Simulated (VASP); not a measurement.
Set up this calculation in VASP 6.6.1, as the native input.

* Task: single point
* Functional: r2SCAN
* Potentials or basis: VASP PAW PBE potentials, release 64 (Al)
* Cutoff: 520 eV
* k mesh: 20 × 20 × 20
* Occupations: gaussian, width 0.15 eV
* Spin: no spin polarisation
* Dipole correction: no
* Further INCAR settings: ALGO = Normal; EDIFF = 1e-06; NBANDS = 8

Al:

```
CELL_PARAMETERS angstrom
0.00000 2.18590 2.10494
2.18590 0.00000 2.10494
2.18590 2.18590 0.00000
ATOMIC_POSITIONS crystal
Al 0.00000 0.00000 0.00000
```

This cell differs from its parent crystal: strain +0.080 along x and y, +0.040 along z.

One way to write it, as run:

POSCAR

```
Al
1.0
    0.0000000000      2.1858984000      2.1049392000
    2.1858984000      0.0000000000      2.1049392000
    2.1858984000      2.1858984000      0.0000000000
Al
1
Direct
    0.0000000000      0.0000000000      0.0000000000
```

INCAR.step1

```
SYSTEM = Al
ALGO = Normal
EDIFF = 1E-4
ENCUT = 520
GGA = PE
ISMEAR = 0
LASPH = .True.
LCHARG = .False.
LREAL = .False.
LWAVE = .True.
NBANDS = 8
NELM = 60
PREC = Accurate
SIGMA = 0.15
```

INCAR.step2

```
SYSTEM = Al
ALGO = Normal
EDIFF = 1E-6
ENCUT = 520
ISIF = 2
ISMEAR = 0
ISTART = 1
LASPH = .True.
LCHARG = .False.
LMIXTAU = .True.
LREAL = .False.
LWAVE = .False.
METAGGA = R2SCAN
NBANDS = 8
NELM = 60
PREC = Accurate
SIGMA = 0.15
```

KPOINTS

```
k-points
0
Gamma
  20 20 20
  0 0 0
```

Potentials or basis: VASP PAW PBE potentials, release 64 (Al).

Run with:

```sh
$ cat potpaw_PBE.64/Al/POTCAR > POTCAR
$ cp INCAR.step1 INCAR
$ mpirun -np 1 vasp_std > vasp.out
$ cp INCAR.step2 INCAR
$ mpirun -np 1 vasp_std > vasp.out
```

It gave:

The pressure is -12.4 GPa.

Caveat: the cell differs from its parent crystal (strain +0.080 along x and y, +0.040 along z); the PAW data sets were made with another functional, which shifts forces and pressure a little.

Run time: 110 s on 1 thread of Intel(R) Xeon(R) Platinum 8488C (Sapphire Rapids), on a shared host, peak memory 0.2 GiB.
